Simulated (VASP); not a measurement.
# GaSb (I-4m2) in VASP: notebook

The runs below take GaSb through single point, with PBE.

All numbers are computed with VASP 6.6.1; they aren't measurements. Logs are shortened: lines on timing, memory, paths and dates and some standing lists are left out, and cuts for length are marked.

### Step 1. The cell of the first run

The structure is tetragonal, space group I-4m2 (No. 119). Conventional cell: a = 4.249 Å, b = 4.249 Å, c = 5.850 Å, α = 90.00°, β = 90.00°, γ = 90.00°. Within 3.4 Å of Ga (site symmetry -4m2) lie 4 Sb at 2.58 Å. Sb (site symmetry -4m2) has 4 Ga at 2.58 Å within 3.4 Å.

### Step 2. Single point, PBE (26.40 Å³/atom)

Contents of INCAR:

```
PREC = Accurate
ENCUT = 520
EDIFF = 1E-6
ISMEAR = 0
SIGMA = 0.15
LREAL = False
LASPH = True
NELM = 80
ALGO = Normal
ISIF = 2
LWAVE = False
LCHARG = False
GGA = PE
NBANDS = 16
```

Contents of KPOINTS:

```
Automatic mesh
0
Gamma
  14 14 14
```

Contents of POSCAR:

```
GaSb
1.0
    0.0000000000      2.9248979515      3.0042090710
    3.0042090710      0.0000000000      3.0042090710
    3.0042090710      2.9248979515      0.0000000000
Ga Sb
1 1
Direct
    0.0000000000      0.0000000000      0.0000000000
    0.7500000000      0.7500000000      0.7500000000
```

Potentials or basis: VASP PAW PBE potentials, release 64 (Ga_d, Sb).

The run is started by

```sh
$ cat potpaw_PBE.64/Ga_d/POTCAR potpaw_PBE.64/Sb/POTCAR > POTCAR
$ mpirun -np 1 vasp_std > vasp.out
```

OUTCAR:

```text
PREC = Accurate
   ENCUT = 520
   EDIFF = 1E-6
   ISMEAR = 0
   LREAL = False
   LASPH = True
   NELM = 80
   ISIF = 2
   GGA = PE

 ion  position               nearest neighbor table
   1  0.000  0.000  0.000-   2 2.58   2 2.58   2 2.58   2 2.58
   2  0.750  0.750  0.750-   1 2.58   1 2.58   1 2.58   1 2.58

  LATTYP: Found a body centered tetragonal cell.
 ALAT       =     4.2485932124
 C/A-ratio  =     1.3768783243

  Lattice vectors:

 A1 = (   0.0000000000,  -2.9248979515,   3.0042090710)
 A2 = (   0.0000000000,  -2.9248979515,  -3.0042090710)
 A3 = (   3.0042090710,   2.9248979515,   0.0000000000)

Analysis of symmetry for initial positions (statically):
=====================================================================
 Subroutine PRICEL returns:
 Original cell was already a primitive cell.

 Routine SETGRP: Setting up the symmetry group for a
 body centered tetragonal supercell.

 Subroutine GETGRP returns: Found  8 space group operations
 (whereof  8 operations were pure point group operations)
 out of a pool of 16 trial point group operations.

The static configuration has the point symmetry D_2d.

Analysis of symmetry for dynamics (positions and initial velocities):
=====================================================================
 Subroutine PRICEL returns:
 Original cell was already a primitive cell.

 Routine SETGRP: Setting up the symmetry group for a
 body centered tetragonal supercell.

 Subroutine GETGRP returns: Found  8 space group operations
 (whereof  8 operations were pure point group operations)
 out of a pool of 16 trial point group operations.

The dynamic configuration has the point symmetry D_2d.

 Subroutine INISYM returns: Found  8 space group operations
 (whereof  8 operations are pure point group operations),
 and found     1 'primitive' translations

----------------------------------------------------------------------------------------

                                     Primitive cell

  volume of cell :      52.7960

  direct lattice vectors                    reciprocal lattice vectors
     0.000000000  2.924897952  3.004209071    -0.166433157  0.170946135  0.166433157
     3.004209071  0.000000000  3.004209071     0.166433157 -0.170946135  0.166433157
     3.004209071  2.924897952  0.000000000     0.166433157  0.170946135 -0.166433157

  length of vectors
     4.192886854  4.248593212  4.192886854     0.290899592  0.290899592  0.290899592

  position of ions in fractional coordinates (direct lattice)
     0.000000000  0.000000000  0.000000000
     0.750000000  0.750000000  0.750000000

  ion indices of the primitive-cell ions
   primitive index   ion index
                 1           1
                 2           2

----------------------------------------------------------------------------------------

 KPOINTS: Automatic mesh

Automatic generation of k-mesh.
 Grid dimensions read from file:
 generate k-points for:   14   14   14

 Generating k-lattice:

  Cartesian coordinates                     Fractional coordinates (reciprocal lattice)
    -0.011888083  0.012210438  0.011888083     0.071428571  0.000000000 -0.000000000
     0.011888083 -0.012210438  0.011888083     0.000000000  0.071428571  0.000000000
     0.011888083  0.012210438 -0.011888083    -0.000000000  0.000000000  0.071428571

  Length of vectors
     0.020778542  0.020778542  0.020778542

  Shift w.r.t. Gamma in fractional coordinates (k-lattice)
     0.000000000  0.000000000  0.000000000

 Subroutine IBZKPT returns following result:
 ===========================================

 Found    244 irreducible k-points:

 Following reciprocal coordinates:
            Coordinates               Weight
  0.000000  0.000000  0.000000      1.000000
  0.071429  0.000000  0.000000      8.000000
  0.142857  0.000000  0.000000      8.000000
  0.214286  0.000000 -0.000000      8.000000
  0.285714  0.000000  0.000000      8.000000
  0.357143  0.000000  0.000000      8.000000
[... 16 lines left out ...]
  0.214286  0.142857 -0.000000     16.000000
  0.285714  0.142857  0.000000     16.000000
 [... further k-points ...]
   k-points           NKPTS =    244   k-points in BZ     NKDIM =    244   number of bands    NBANDS=     16
   number of dos      NEDOS =    301   number of ions     NIONS =      2
   total plane-waves  NPLWV =  32768
   dimension x,y,z NGX =    32 NGY =   32 NGZ =   32
   dimension x,y,z NGXF=    64 NGYF=   64 NGZF=   64
   ions per type =               1   1
   NGX,Y,Z   is equivalent  to a cutoff of  12.69, 12.52, 12.69 a.u.
   NGXF,Y,Z  is equivalent  to a cutoff of  25.38, 25.04, 25.38 a.u.
 SYSTEM =  unknown system
   PREC   = accura    normal or accurate (medium, high low for compatibility)
   ISTART =      0    job   : 0-new  1-cont  2-samecut
   ICHARG =      2    charge: 1-file 2-atom 10-const
   ISPIN  =      1    spin polarized calculation?
   LNONCOLLINEAR =      F non collinear calculations
[... 23 lines left out ...]
     AMIX     =   0.40;   BMIX     =  1.00
     AMIX_MAG =   1.60;   BMIX_MAG =  1.00
  volume/ion in A,a.u.               =      26.40       178.14
  Fermi-wavevector in a.u.,A,eV,Ry     =   1.143665  2.161213 17.795993  1.307969
  Thomas-Fermi vector in A             =   2.280359
   LORBIT       =      0    0 simple, 1 ext, 2 COOP (PROOUT), +10 PAW based schemes
   GGA     = PE    functional components
   LHFCALC =     F    Hartree Fock is set to
   AEXX    =    0.0000 exact exchange contribution
   IVDW    =     0    specifies the selected vdW correction
   LEPSILON=     F    determine dielectric tensor
   LRPA    =     F    only Hartree local field effects (RPA)
 non-spin polarized calculation
 Gauss-broadening in eV      SIGMA  =   0.15
  energy-cutoff  :      520.00
  volume of cell :       52.80
 maximum number of plane-waves:      1437
   NGX = 15   NGY = 15   NGZ = 15

 number of electron      18.0000011 magnetization

 Free energy of the ion-electron system (eV)
  ---------------------------------------------------
  ext. energy  EPLUGINS =         0.00000000
  ---------------------------------------------------
  free energy    TOTEN  =        -7.21296174 eV

  energy without entropy =       -7.21294301  energy(sigma->0) =       -7.21295238

 E-fermi :   6.0338     XC(G=0):  -9.4497

 val. band max:        5.8431577695   @ k =   0.0000   0.0000   0.0000
 cond. band min:       6.3045349066   @ k =   0.5000   0.0000  -0.0000
 fundamental gap:      0.4613771370
 Fermi energy:         6.0338047218

 k-point     1 :       0.0000    0.0000    0.0000
  band No.  band energies     occupation
      1      -9.4796      2.00000
      2      -9.4796      2.00000
      3      -9.4764      2.00000
      4      -9.4163      2.00000
      5      -9.4140      2.00000
      6      -6.3332      2.00000
[... 8 lines left out ...]
     15      14.2505      0.00000
     16      14.6893      0.00000

 k-point     2 :       0.0714    0.0000    0.0000
  band No.  band energies     occupation
      1      -9.4810      2.00000
      2      -9.4788      2.00000
      3      -9.4761      2.00000
      4      -9.4164      2.00000
      5      -9.4141      2.00000
      6      -6.2751      2.00000
[... 8 lines left out ...]
     15      13.8038      0.00000
     16      14.1372      0.00000

 k-point     3 :       0.1429    0.0000    0.0000
  band No.  band energies     occupation
      1      -9.4863      2.00000
      2      -9.4765      2.00000
      3      -9.4743      2.00000
      4      -9.4168      2.00000
      5      -9.4142      2.00000
      6      -6.1031      2.00000
[... 8 lines left out ...]
     15      13.3458      0.00000
     16      13.6122      0.00000

 k-point     4 :       0.2143    0.0000   -0.0000
  band No.  band energies     occupation
      1      -9.4941      2.00000
      2      -9.4734      2.00000
      3      -9.4713      2.00000
      4      -9.4171      2.00000
      5      -9.4143      2.00000
      6      -5.8247      2.00000
[... 8 lines left out ...]
     15      13.2273      0.00000
     16      13.4459      0.00000
[... 324 lines left out ...]
 k-point    22 :       0.1429    0.1429    0.0000
  band No.  band energies     occupation
      1      -9.4925      2.00000
      2      -9.4733      2.00000
      3      -9.4707      2.00000
      4      -9.4173      2.00000
      5      -9.4144      2.00000
      6      -6.0299      2.00000
[... 8 lines left out ...]
     15      13.0338      0.00000
     16      14.8169      0.00000

 k-point    23 :       0.2143    0.1429   -0.0000
  band No.  band energies     occupation
      1      -9.4987      2.00000
      2      -9.4703      2.00000
      3      -9.4679      2.00000
      4      -9.4183      2.00000
      5      -9.4142      2.00000
      6      -5.8253      2.00000
[... 8 lines left out ...]
     15      13.7413      0.00000
     16      14.6717      0.00000

 k-point    24 :       0.2857    0.1429    0.0000
  band No.  band energies     occupation
      1      -9.5054      2.00000
      2      -9.4675      2.00000
      3      -9.4650      2.00000
      4      -9.4191      2.00000
      5      -9.4141      2.00000
      6      -5.5196      2.00000
[... 8 lines left out ...]
     15      14.2405      0.00000
     16      14.7026      0.00000

 [... further k-points ...]
[... 5 lines left out ...]
  --------------------------------------------------------------------------------------
  -------------------------------------------------------------------------------------
  Total        2.4609728      2.8167743      2.4609728      0.0000000      0.0000000      0.0000000
  in kB       74.6820746     85.4794291     74.6820746      0.0000000      0.0000000      0.0000000
  external PRESSURE =      78.2811927 kB  Pullay stress =       0.0000000 kB

 VOLUME and BASIS-vectors are now :
 -----------------------------------------------------------------------------
  energy-cutoff  :      520.00
  volume of cell :       52.80
      direct lattice vectors                 reciprocal lattice vectors
     0.000000000  2.924897952  3.004209071    -0.166433157  0.170946135  0.166433157
     3.004209071  0.000000000  3.004209071     0.166433157 -0.170946135  0.166433157
     3.004209071  2.924897952  0.000000000     0.166433157  0.170946135 -0.166433157

 POSITION                                       TOTAL-FORCE (eV/Angst)
 -----------------------------------------------------------------------------------
      0.00000      0.00000      0.00000         0.000000      0.000000      0.000000
      4.50631      4.38735      4.50631        -0.000000     -0.000000     -0.000000
 -----------------------------------------------------------------------------------
    total drift:                               -0.000002     -0.000002     -0.000002

  FREE ENERGIE OF THE ION-ELECTRON SYSTEM (eV)
  ---------------------------------------------------
  free  energy   TOTEN  =        -7.2129617416 eV

  energy  without entropy=       -7.2129430114  energy(sigma->0) =       -7.21295238
```

It took 52 s on 1 thread of Intel Xeon 6975P-C (Granite Rapids), shared host; peak memory 0.34 GiB.

What came out:

| Item | Value |
| --- | --- |
| Free energy | -7.2130 eV |
| Pressure | 7.8 GPa |
| Band gap on the k mesh | 0.46 eV (least direct gap 0.52 eV) |

Caveat: the cell stands under pressure; spin-orbit coupling is left out, which moves the levels of the heavy elements.

### Step 3. Single point, PBE (26.40 Å³/atom)

Contents of INCAR:

```
  ALGO = Normal
  EDIFF = 1E-7
  ENCUT = 520
  GGA = PE
  ISIF = 2
  ISMEAR = 0
  LASPH = True
  LCHARG = False
  LREAL = False
  LWAVE = False
  NBANDS = 16
  NELM = 60
  PREC = Accurate
  SIGMA = 0.15
```

Contents of KPOINTS:

```
k-points
0
Gamma
  14 14 14
```

Contents of POSCAR:

```
GaSb
1.0
    0.0000000000      3.0855401578      2.9249598614
    2.9249598614      0.0000000000      2.9249598614
    2.9249598614      3.0855401578      0.0000000000
Ga Sb
1 1
Direct
    0.0000000000      0.0000000000      0.0000000000
    0.7500000000      0.7500000000      0.7500000000
```

Potentials or basis: VASP PAW PBE potentials, release 64 (Ga_d, Sb).

The run is started by

```sh
$ cat potpaw_PBE.64/Ga_d/POTCAR potpaw_PBE.64/Sb/POTCAR > POTCAR
$ mpirun -np 1 vasp_std > vasp.out
```

Run time: 64 s. Hardware: 1 thread of Intel Xeon 6975P-C (Granite Rapids), shared host; peak memory 0.34 GiB.

It converged, with:

* Free energy: -7.2016 eV
* Pressure: 7.8 GPa
* Band gap on the k mesh: 0.41 eV (least direct gap 0.49 eV)

Stress tensor (GPa, compression positive):
```
8.67 0.00 0.00
0.00 6.08 0.00
0.00 0.00 8.67
```

Levels at points of the mesh, in eV from the valence-band top:
| k point | band 5 | band 6 | band 7 | band 8 | band 9 | band 10 | band 11 | band 12 | band 13 | band 14 |
| --- | --- | --- | --- | --- | --- | --- | --- | --- | --- | --- |
| (0.00, 0.00, 0.00) | -15.27 | -12.18 | -0.36 | 0.00 | 0.00 | 0.49 | 2.59 | 2.59 | 2.75 | 5.76 |
| (0.50, 0.00, 0.00) | -15.27 | -10.34 | -6.91 | -1.64 | -1.18 | 0.41 | 3.52 | 3.79 | 6.30 | 9.55 |
| (0.50, 0.50, 0.00) | -15.26 | -9.31 | -7.23 | -3.12 | -3.07 | 0.54 | 0.85 | 8.92 | 8.93 | 10.42 |
| (0.50, 0.00, 0.50) | -15.27 | -9.54 | -7.50 | -2.75 | -2.75 | 0.98 | 1.22 | 9.07 | 9.07 | 10.51 |

Caveat: the cell stands under pressure; spin-orbit coupling is left out, which moves the levels of the heavy elements. As with any semilocal functional, this PBE gap is likely too small.

### Step 4. Single point, PBE (27.60 Å³/atom)

This run uses another cell than the first one, of 27.60 Å³/atom.

Contents of INCAR:

```
ALGO = Normal ; EDIFF = 1E-7
ENCUT = 520 ; GGA = PE
ISIF = 2 ; ISMEAR = 0
LASPH = T ; LCHARG = T
LELF = T ; LREAL = F
LVHAR = T ; LWAVE = F
NBANDS = 16 ; NELM = 100
PREC = Accurate ; SIGMA = 0.15
```

KPOINTS is that of step 3.

Contents of POSCAR:

```
GaSb
1.0
    0.0000000000      3.0763401688      2.9951710338
    2.9951710338      0.0000000000      2.9951710338
    2.9951710338      3.0763401688      0.0000000000
Ga Sb
1 1
Direct
    0.0000000000      0.0000000000      0.0000000000
    0.7500000000      0.7500000000      0.7500000000
```

The run is started by

```sh
$ cat potpaw_PBE.64/Ga_d/POTCAR potpaw_PBE.64/Sb/POTCAR > POTCAR
$ mpirun -np 1 vasp_std > vasp.out
```

It took 57 s on 1 thread of Intel Xeon 6975P-C (Granite Rapids), shared host; peak memory 0.35 GiB.

Results (log left out):

```
Free energy            : -7.3050 eV
Pressure               : 4.6 GPa
Band gap on the k mesh : 0.24 eV
```

Stress tensor (GPa, compression positive):
```
5.02 0.00 0.00
0.00 3.81 0.00
0.00 0.00 5.02
```

Levels at points of the mesh, in eV from the valence-band top:
```csv
k point,band 6,band 7,band 8,band 9,band 10,band 11,band 12,band 13
"(0.00, 0.00, 0.00)",-11.79,-0.17,0.00,0.00,0.24,2.69,2.69,2.77
"(0.50, 0.00, 0.00)",-10.07,-6.61,-1.38,-1.16,0.41,3.63,3.77,6.39
"(0.50, 0.50, 0.00)",-9.15,-7.00,-2.82,-2.80,0.74,1.07,8.83,8.84
"(0.50, 0.00, 0.50)",-9.26,-7.12,-2.65,-2.65,0.95,1.24,8.85,8.85
```

Caveat: the cell stands under pressure; spin-orbit coupling is left out, which moves the levels of the heavy elements.

### Step 5. Single point, PBE (27.60 Å³/atom)

This run uses another cell than the first one, of 27.60 Å³/atom.

Contents of INCAR:

```
ALGO = Normal
EDIFF = 1E-7
ENCUT = 520
GGA = PE
ISIF = 2
ISMEAR = 0
LASPH = True
LCHARG = False
LREAL = False
LWAVE = False
NBANDS = 16
NELM = 100
PREC = Accurate
SIGMA = 0.15
```

KPOINTS is that of step 4.

Contents of POSCAR:

```
GaSb
1.0
    0.0000000000      2.9685628414      3.0490579718
    3.0490579718      0.0000000000      3.0490579718
    3.0490579718      2.9685628414      0.0000000000
Ga Sb
1 1
Direct
    0.0000000000      0.0000000000      0.0000000000
    0.7500000000      0.7500000000      0.7500000000
```

The run is started by

```sh
$ cat potpaw_PBE.64/Ga_d/POTCAR potpaw_PBE.64/Sb/POTCAR > POTCAR
$ mpirun -np 1 vasp_std > vasp.out
```

It took 54 s on 1 thread of Intel Xeon 6975P-C (Granite Rapids), shared host; peak memory 0.35 GiB.

Results (log left out):

| Item | Value |
| --- | --- |
| Free energy | -7.3053 eV |
| Pressure | 4.6 GPa |
| Band gap on the k mesh | 0.19 eV |

Stress tensor (GPa, compression positive):
```
4.26 0.00 0.00
0.00 5.34 0.00
0.00 0.00 4.26
```

Levels at points of the mesh, in eV from the valence-band top:
| k point | band 6 | band 7 | band 8 | band 9 | band 10 | band 11 | band 12 | band 13 |
| --- | --- | --- | --- | --- | --- | --- | --- | --- |
| (0.00, 0.00, 0.00) | -11.84 | -0.15 | -0.15 | 0.00 | 0.19 | 2.61 | 2.69 | 2.69 |
| (0.50, 0.00, 0.00) | -10.12 | -6.65 | -1.42 | -1.21 | 0.37 | 3.57 | 3.73 | 6.34 |
| (0.50, 0.50, 0.00) | -9.27 | -7.13 | -2.76 | -2.74 | 0.83 | 1.14 | 8.77 | 8.78 |
| (0.50, 0.00, 0.50) | -9.16 | -7.00 | -2.92 | -2.92 | 0.62 | 0.97 | 8.83 | 8.83 |

Caveat: the cell stands under pressure; spin-orbit coupling is left out, which moves the levels of the heavy elements. A k mesh can miss the band edges.

### Step 6. Single point, PBE (27.60 Å³/atom)

This run uses another cell than the first one, of 27.60 Å³/atom.

Contents of INCAR:

```
SYSTEM = GaSb
  ALGO = Normal
  EDIFF = 1E-6
  ENCUT = 520
  GGA = PE
  ISIF = 2
  ISMEAR = 0
  LASPH = .TRUE.
  LCHARG = .FALSE.
  LREAL = .FALSE.
  LWAVE = .FALSE.
  NBANDS = 16
  NELM = 60
  PREC = Accurate
  SIGMA = 0.15
```

Contents of KPOINTS:

```
k-points
0
G
  14 14 14
  0 0 0
```

Contents of POSCAR:

```
GaSb
1.0
    0.0000000000      3.1316032251      2.9686256755
    2.9686256755      0.0000000000      2.9686256755
    2.9686256755      3.1316032251      0.0000000000
Ga Sb
1 1
Direct
    0.0000000000      0.0000000000      0.0000000000
    0.7500000000      0.7500000000      0.7500000000
```

Potentials or basis: VASP PAW PBE potentials, release 64 (Ga_d, Sb).

The run is started by

```sh
$ cat potpaw_PBE.64/Ga_d/POTCAR potpaw_PBE.64/Sb/POTCAR > POTCAR
$ mpirun -np 1 vasp_std > vasp.out
```

It took 50 s on 1 thread of Intel Xeon 6975P-C (Granite Rapids), shared host; peak memory 0.35 GiB.

Results (log left out):

```
Free energy            : -7.2935 eV
Pressure               : 4.6 GPa
Band gap on the k mesh : 0.16 eV
```

Stress tensor (GPa, compression positive):
```
5.44 0.00 0.00
0.00 2.88 0.00
0.00 0.00 5.44
```

Levels at points of the mesh, in eV from the valence-band top:
| k point | band 7 | band 8 | band 9 | band 10 | band 11 | band 12 |
| --- | --- | --- | --- | --- | --- | --- |
| (0.00, 0.00, 0.00) | -0.35 | 0.00 | 0.00 | 0.16 | 2.61 | 2.61 |
| (0.50, 0.00, 0.00) | -6.66 | -1.54 | -1.10 | 0.32 | 3.53 | 3.79 |
| (0.50, 0.50, 0.00) | -7.01 | -2.94 | -2.89 | 0.61 | 0.96 | 8.64 |
| (0.50, 0.00, 0.50) | -7.26 | -2.59 | -2.59 | 1.03 | 1.31 | 8.77 |

Caveat: the cell stands under pressure; spin-orbit coupling is left out, which moves the levels of the heavy elements. A k mesh can miss the band edges.

### Step 7. Summary

```tsv
cell	gap on the mesh (eV)	pressure (GPa)
a = 4.193, b = 4.249 Å, angles 59.6, 60.9, 59.6°, 2 atoms	0.46	7.8
a = 4.252, b = 4.137 Å, angles 60.9, 58.2, 60.9°, 2 atoms	0.41	7.8
a = 4.294, b = 4.236 Å, angles 60.4, 59.1, 60.4°, 2 atoms	0.24	4.6
a = 4.255, b = 4.312 Å, angles 59.6, 60.9, 59.6°, 2 atoms	0.19	4.6
a = 4.315, b = 4.198 Å, angles 60.9, 58.2, 60.9°, 2 atoms	0.16	4.6
```

Alike in all rows: task single point; level PBE; potentials or basis VASP PAW PBE potentials, release 64 (Ga_d, Sb); no spin polarisation; k mesh 14 × 14 × 14; cutoff (eV) 520; smearing gaussian 0.15 eV.

Caveats: the cell stands under pressure; spin-orbit coupling is left out, which moves the levels of the heavy elements.

Total energies depend on the potentials used, so only differences within one code and one set of settings carry meaning.
